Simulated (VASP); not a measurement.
Set up this calculation in VASP 6.6.1, as the native input.

```yaml
Task: single point
Functional: PBE
Potentials_or_basis: VASP PAW PBE potentials, release 64 (Ge_d, Si)
Cutoff: 410 eV
k_mesh: 1 × 1 × 1, shifted
Occupations: fermi-dirac, width 0.2585 eV
Spin: no spin polarisation
Dipole_correction: no
Mended: yes
Further_INCAR_settings: LREAL = Auto; ALGO = Normal; EDIFF = 1e-06; NBANDS = 123; ISYM = -1
```

The structure of Si8Ge13 lies in POSCAR:

```
Si8Ge13
1.0
    7.5601650000      0.1896520000     -0.0661850000
    0.1896520000      7.8161600000      0.1196190000
   -0.0661850000      0.1196190000      8.0627960000
Ge Si
13 8
Direct
    0.4121195399      0.6365666920      0.7461489365
    0.5403872313      0.6575259518      0.1557565058
    0.1265771750      0.0340600302      0.6159534836
    0.2467517160      0.6272375697      1.0013529713
    0.3438058859      0.2489162730      0.3923048130
    0.2349378804      0.8229717123      0.4142233427
    0.9276697149      0.6002271549      1.1691378832
    0.0132042212      0.8901292559      0.2142310868
    0.8011893901      0.7739149396     -0.1466419604
    0.2144735240      0.2684343119      0.0019239091
   -0.2445665139      0.5068202806      0.6173193555
    0.4846911155      0.9507107099      0.8418674139
    0.5679788166      1.3070569372      0.7291611786
    0.0260334818      0.5169321048      0.7475957626
   -0.0482881966      0.0615671417      0.8264349545
    0.6502533249      0.0026882482      0.5812987766
    0.0674457271      0.3395813401      0.5006286300
    0.8855010801      0.2787453565      0.2778709331
    0.7205029935      0.1872893171      1.0085262147
    0.8214321712      0.7706128302      0.4126314931
    0.4987220832      0.6801913468      0.4653605415
```

These files were run (other wordings do the same):

INCAR

```
  ALGO = Normal
  EDIFF = 1E-6
  ENCUT = 410
  GGA = PE
  GGA_COMPAT = F
  ISIF = 2
  ISMEAR = -1
  ISYM = -1
  LASPH = T
  LCHARG = F
  LREAL = Auto
  LWAVE = F
  NBANDS = 123
  NELM = 120
  PREC = Accurate
  SIGMA = 0.2585
```

KPOINTS

```
explicit points
1
Reciprocal
  0.25000000   0.25000000   0.25000000 1
```

Potentials or basis: VASP PAW PBE potentials, release 64 (Ge_d, Si).

The run is started by

```sh
$ cat potpaw_PBE.64/Ge_d/POTCAR potpaw_PBE.64/Si/POTCAR > POTCAR
$ mpirun -np 1 vasp_std > vasp.out
```

Results of the run:

```
Pressure      : 0.1 GPa
Largest force : 3.098 eV/Å
```

Caveat: the atoms stand as in a frame of molecular dynamics.

It took 110 s on 1 thread of Intel(R) Xeon(R) Platinum 8259CL CPU @ 2.50GHz (Skylake/Cascade Lake), with other jobs on the host, peak memory 0.35 GiB.
